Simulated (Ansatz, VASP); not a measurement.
One calculation of Zn3PAu, two programs

```
Zn P Au
1.0
     4.84273    0.00000    0.00000
     0.00000    4.84273    0.00000
     0.00000    0.00000    4.84273
Zn P Au
3 1 1
Direct
  0.00000 0.50000 0.50000
  0.50000 0.00000 0.50000
  0.50000 0.50000 0.00000
  0.00000 0.00000 0.00000
  0.50000 0.50000 0.50000
```

Alike in both runs: functional PBE; k mesh 8 × 8 × 8; occupations gaussian, width 0.1 eV; no spin polarisation.

Ansatz relaxed the structure, and its values are those at the end. VASP's run is a single point on that final structure, the one shown.

|  | VASP | Ansatz |
| --- | --- | --- |
| version | VASP 6.6.1 | Ansatz 0.2.0 |
| potentials or method | VASP PAW PBE potentials, release 64 (Zn, P, Au), cutoff 520 eV | scalar-relativistic, plane waves, PAW |
| valence electrons in the cell | 52 | 60 |

```tsv
	VASP	Ansatz	Ansatz less VASP
gap on the k mesh at the Fermi level (eV)	none	none	-
pressure (GPa)	0.2	0.0	-0.15
```

A gap of «none» marks a metal or a gap that the smearing closes. VASP's potentials hold 52 valence electrons a cell and Ansatz's 60, so a difference there can come from the potentials and not from the codes.

Neither program's run includes spin-orbit coupling.
